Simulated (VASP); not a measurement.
A run of VASP 6.6.1:

The input POSCAR:

```
PbF2
1.0
    5.8916182835      0.0000000000      0.0000000000
    0.0000000000      2.9458159519      2.9458164139
    0.0000000000     -2.9458159519      2.9458164139
Pb F
2 4
Direct
    0.5000000000      0.9699092199      0.9699092199
    0.0000000000      0.4699092199      0.4699092199
    0.7500052181      0.9699224601      0.4699213200
    0.2499947819      0.4699213200      0.9699224601
    0.7499947819      0.4699224601      0.9699213200
    0.2500052181      0.9699213200      0.4699224601
```

The input INCAR.step1:

```
SYSTEM = PbF2
ALGO     = Normal         ! electronic algorithm
EDIFF    = 1E-5           ! SCF threshold, eV
ENCUT    = 520            ! plane-wave cutoff, eV
GGA      = PE             ! functional
GGA_COMPAT= .FALSE.      
ISIF     = 2              ! what is computed and relaxed
ISMEAR   = 0              ! smearing method
KPAR     = 4            
LASPH    = .TRUE.         ! aspherical terms in the spheres
LREAL    = .FALSE.        ! projectors in reciprocal space
LWAVE    = .TRUE.         ! write WAVECAR
NBANDS   = 37             ! bands
NELM     = 120            ! most SCF steps
PREC     = Accurate       ! precision mode
SIGMA    = 0.01           ! smearing width, eV
```

Contents of INCAR.step2:

```
SYSTEM = PbF2
ALGO     = Normal         ! electronic algorithm
EDIFF    = 1E-6           ! SCF threshold, eV
ENCUT    = 520            ! plane-wave cutoff, eV
GGA      = PE             ! functional
GGA_COMPAT= .FALSE.      
HFSCREEN = 0.2079         ! screening, 1/A
ISIF     = 2              ! what is computed and relaxed
ISMEAR   = 0              ! smearing method
ISTART   = 1            
KPAR     = 4            
LASPH    = .TRUE.         ! aspherical terms in the spheres
LCHARG   = .TRUE.         ! write CHGCAR
LHFCALC  = .TRUE.         ! exact exchange
LREAL    = .FALSE.        ! projectors in reciprocal space
LVHAR    = .TRUE.       
LWAVE    = .FALSE.        ! write WAVECAR
NBANDS   = 37             ! bands
NELM     = 120            ! most SCF steps
PREC     = Accurate       ! precision mode
PRECFOCK = Normal       
SIGMA    = 0.01           ! smearing width, eV
```

The input KPOINTS:

```
k-points
0
G
  2 4 4
  0 0 0
```

Potentials or basis: VASP PAW PBE potentials, release 64 (Pb_d, F).

Command:

```console
$ cat potpaw_PBE.64/Pb_d/POTCAR potpaw_PBE.64/F/POTCAR > POTCAR
$ cp INCAR.step1 INCAR
$ mpirun -np 4 vasp_std > vasp.out
$ cp INCAR.step2 INCAR
$ mpirun -np 4 vasp_std > vasp.out
```

Hardware: 4 MPI ranks on Intel(R) Xeon(R) 6975P-C (Granite Rapids), with other jobs on the host.

Task: Estimate the wall time of this run.

Result: It took 15 min on 4 MPI ranks on Intel(R) Xeon(R) 6975P-C (Granite Rapids), on a shared host, peak memory 0.37 GiB a rank. Counts: k points 14.
